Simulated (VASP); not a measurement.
# Ti: single point with PBEsol

Ti:

```xyz
3
Lattice="4.5056 0.0000 0.0000 -2.2528 3.9020 0.0000 0.0000 0.0000 2.7880" Properties=species:S:1:pos:R:3 pbc="T T T"
Ti    2.2528    1.3007    1.3940
Ti    0.0000    2.6013    1.3940
Ti    0.0000    0.0000    0.0000
```

This cell differs from its parent crystal: volume scaled by 0.96.

```json
{
 "Program": "VASP 6.6.1",
 "Task": "single point",
 "Functional": "PBEsol",
 "Potentials or basis": "VASP PAW PBE potentials, release 64 (Ti_sv)",
 "Cutoff": "520 eV",
 "k mesh": "7 × 7 × 9",
 "Occupations": "fermi-dirac, width 0.05 eV",
 "Spin": "no spin polarisation"
}
```

- Pressure: 0.6 GPa
- Band gap on the k mesh: zero (band 18 reaches 8.95 eV, above the bottom of band 19 at 8.65 eV)

Stress tensor (GPa, compression positive):
```
0.53 0.00 0.00
0.00 0.53 0.00
0.00 0.00 0.88
```

Levels at points of the mesh, in eV from the Fermi level:
```csv
k point,band 14,band 15,band 16,band 17,band 18,band 19,band 20,band 21,band 22,band 23
"(0.00, 0.00, 0.00)",-2.07,-0.71,-0.71,-0.61,-0.61,-0.02,0.71,1.35,1.35,1.91
```

Wall time 3.8 min on 1 thread of AMD EPYC 7R43 64-Core Processor (Zen 3), with other jobs on the host, peak memory 0.15 GiB.

Caveat: the PAW data sets were made with another functional, which shifts forces and pressure a little.
